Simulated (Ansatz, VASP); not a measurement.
## TiAl3: VASP beside Ansatz

```xyz
4
Lattice="3.9483 0.0000 0.0000 0.0000 3.9483 0.0000 0.0000 0.0000 3.9483" Properties=species:S:1:pos:R:3 pbc="T T T"
Ti   -0.6000    0.0000    0.0000
Al    1.9742    1.9742    0.0000
Al    1.9742    0.0000    1.9742
Al    0.0000    1.9742    1.9742
```

Alike in both runs: task single point; functional PBEsol; k mesh 12 × 12 × 12; occupations gaussian, width 0.15 eV; no spin polarisation.

|  | VASP | Ansatz |
| --- | --- | --- |
| version | VASP 6.6.1 | Ansatz 0.2.0 |
| potentials or method | VASP PAW PBE potentials, release 64 (Ti_sv, Al), cutoff 520 eV | scalar-relativistic, plane waves, PAW |
| valence electrons in the cell | 21 | 21 |

VASP gave:

```
gap on the k mesh at the Fermi level (eV)                     : none
pressure (GPa)                                                : 11.3
traceless stress, the component that is largest in VASP (GPa) : 0.87
rms of the force components (eV/Å)                            : 2.051
```

Task: Estimate Ansatz's values.

Result: gap on the k mesh at the Fermi level (eV): none; pressure (GPa): 11.2; traceless stress, the component that is largest in VASP (GPa): 0.89; rms of the force components (eV/Å): 2.046.

VASP's potentials were made for PBE, not for PBEsol. Atom by atom the forces differ by 0.005 eV/Å (rms over components). A gap of «none» marks a metal or a gap that the smearing closes. The functional is the same, so the differences come from potentials, cutoffs and numerics.
